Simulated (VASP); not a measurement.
A run of VASP 6.6.1 is set up as follows.

Contents of INCAR:

```
SYSTEM = Hf
  PREC = Accurate
  ENCUT = 520
  EDIFF = 1E-6
  ISMEAR = 0
  SIGMA = 0.15
  LREAL = .False.
  LASPH = .True.
  NELM = 100
  ALGO = Normal
  ISIF = 2
  LWAVE = .False.
  LCHARG = .False.
  GGA = CA
  NBANDS = 11
```

Contents of KPOINTS:

```
regular mesh
0
Gamma
  18 18 18
  0 0 0
```

Contents of POSCAR:

```
Hf
1.0
    0.0000000000      2.0424000000      2.2200000000
    2.0424000000      0.0000000000      2.2200000000
    2.0424000000      2.0424000000      0.0000000000
Hf
1
Direct
    0.0000000000      0.0000000000      0.0000000000
```

Potentials or basis: VASP PAW LDA potentials, release 64 (Hf_pv).

The run is started by

```bash
$ cat potpaw_LDA.64/Hf_pv/POTCAR > POTCAR
$ mpirun -np 1 vasp_std > vasp.out
```

Problem. Predict the pressure.

Solution. 15.7 GPa.

Problem. Predict the band gap on the k mesh.

Solution. Zero (band 5 reaches 6.95 eV, above the bottom of band 6 at 5.12 eV).

Stress tensor (GPa, compression positive):
```
17.04  0.00  0.00
 0.00 17.04  0.00
 0.00  0.00 13.13
```

Caveat: the cell differs from its parent crystal (strain -0.080 along x and y, +0.000 along z); spin-orbit coupling is left out, which moves the levels of the heavy elements.
